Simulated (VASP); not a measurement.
**MgCdO: single point with PBE**

The system is MgCdO.

```
Mg Cd O
1.0
     3.17212    0.00000    0.00000
     0.00000    3.17212    0.00000
     0.00000    0.00000    6.70394
Mg Cd O
1 1 1
Cartesian
  0.0000 0.0000 3.3520
  0.0000 0.0000 0.0000
  1.5861 1.5861 0.0000
```

* Program: VASP 6.6.1
* Task: single point
* Functional: PBE
* Potentials or basis: VASP PAW PBE potentials, release 64 (Mg, Cd, O)
* Cutoff: 520 eV
* k mesh: 6 × 6 × 4
* Occupations: gaussian, width 0.1 eV
* Spin: no spin polarisation

```
Pressure               : 0.6 GPa
Band gap on the k mesh : zero (band 10 reaches 3.03 eV, above the bottom of band 11 at -0.53 eV)
```

Stress tensor (GPa, compression positive):
```
0.80 0.00 0.00
0.00 0.80 0.00
0.00 0.00 0.27
```

Levels at points of the mesh, in eV from the Fermi level:
```
           k point  band 7  band 8  band 9  band 10  band 11  band 12  band 13  band 14
(0.00, 0.00, 0.00)   -4.34   -3.75   -2.77    -2.77     0.04     0.93     8.47     8.96
(0.50, 0.00, 0.00)   -4.90   -1.94   -0.59    -0.50    -0.46     1.42     5.15     5.25
(0.50, 0.50, 0.00)   -4.58   -4.58   -2.08     1.36     2.37     2.37     3.95     4.21
(0.00, 0.00, 0.50)   -4.95   -2.77   -2.77    -2.39    -1.74     3.70     4.42     8.49
(0.50, 0.00, 0.50)   -4.85   -2.08   -1.18    -0.59    -0.04     2.86     3.31     5.10
(0.50, 0.50, 0.50)   -4.57   -4.57   -2.10     1.82     2.35     2.35     2.59     4.15
```

Wall time 14 s on 1 thread of Intel(R) Xeon(R) Platinum 8559C (Emerald Rapids) (shared host), peak memory 0.19 GiB.
